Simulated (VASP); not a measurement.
Set up this calculation in VASP 6.6.1, as the native input.

```yaml
Task: single point
Functional: PBEsol
Potentials_or_basis: VASP PAW PBE potentials, release 64 (Hg, Te)
Cutoff: 520 eV
k_mesh: 12 × 12 × 12
Occupations: gaussian, width 0.1 eV
Spin: no spin polarisation
Dipole_correction: no
Further_INCAR_settings: ALGO = Normal; EDIFF = 1e-07; NBANDS = 16
```

The structure of HgTe lies in POSCAR:

```
HgTe
1.0
    0.0000000000      3.1550858805      3.1550858805
    3.1550858805      0.0000000000      3.1550858805
    3.1550858805      3.1550858805      0.0000000000
Hg Te
1 1
Direct
    0.0000000000      0.0000000000      0.0000000000
    0.2500000000      0.2500000000      0.2500000000
```

The input as run:

INCAR

```
SYSTEM = HgTe
ALGO = Normal
EDIFF = 1E-7
ENCUT = 520
GGA = PS
ISIF = 2
ISMEAR = 0
LASPH = .True.
LCHARG = .True.
LELF = .True.
LREAL = .False.
LVHAR = .True.
LWAVE = .False.
NBANDS = 16
NELM = 60
PREC = Accurate
SIGMA = 0.1
```

KPOINTS

```
k-points
0
Gamma
  12 12 12
  0 0 0
```

Potentials or basis: VASP PAW PBE potentials, release 64 (Hg, Te).

The run is started by

```console
$ cat potpaw_PBE.64/Hg/POTCAR potpaw_PBE.64/Te/POTCAR > POTCAR
$ mpirun -np 1 vasp_std > vasp.out
```

It gave:

- Pressure: 5.2 GPa
- Band gap on the k mesh: zero (filled and empty bands touch)

Caveat: the cell stands under pressure; semilocal functionals underestimate gaps, so a narrow gap can read as zero; the PAW data sets were made with another functional, which shifts forces and pressure a little; spin-orbit coupling is left out, which moves the levels of the heavy elements.

Wall time 95 s on 1 thread of Intel(R) Xeon(R) Platinum 8259CL CPU @ 2.50GHz (Skylake/Cascade Lake), on a shared host, peak memory 0.25 GiB.
